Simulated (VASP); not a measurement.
BaHg:

```
Ba Hg
1.0
     4.18000    0.00000    0.00000
     0.00000    4.18000    0.00000
     0.00000    0.00000    4.18000
Ba Hg
1 1
Direct
  0.00000 0.00000 0.00000
  0.50000 0.50000 0.50000
```

```yaml
Program: VASP 6.6.1
Task: relaxation of cell and atoms
Functional: LDA
Potentials_or_basis: VASP PAW LDA potentials, release 64 (Ba_sv, Hg_sv_GW)
Cutoff: 550 eV
k_mesh: 5 × 5 × 5
Occupations: gaussian, width 0.1 eV
Spin: no spin polarisation
```

At the start: pressure -2.6 GPa; volume 36.52 Å³/atom.

Problem. How do energy, volume and symmetry change on relaxing?

Solution. Over 3 steps the energy falls by 28.5 meV/atom and the volume is 33.27 Å³/atom (-8.9 %); space group Pm-3m (No. 221, to 0.1 Å) before and after.

The path:
| step | energy change (eV) | largest force (eV/Å) | pressure (GPa) | volume (Å³) |
| --- | --- | --- | --- | --- |
| 1 | 0.0000 | 0.0000 | -2.59 | 73.03 |
| 2 | -0.0567 | 0.0000 | -0.21 | 66.96 |
| 3 | -0.0570 | 0.0000 | -0.01 | 66.55 |

Final structure:
```xyz
2
Lattice="4.0524 0.0000 0.0000 0.0000 4.0524 0.0000 0.0000 0.0000 4.0524" Properties=species:S:1:pos:R:3 pbc="T T T"
Ba    0.0000    0.0000    0.0000
Hg    2.0262    2.0262    2.0262
```
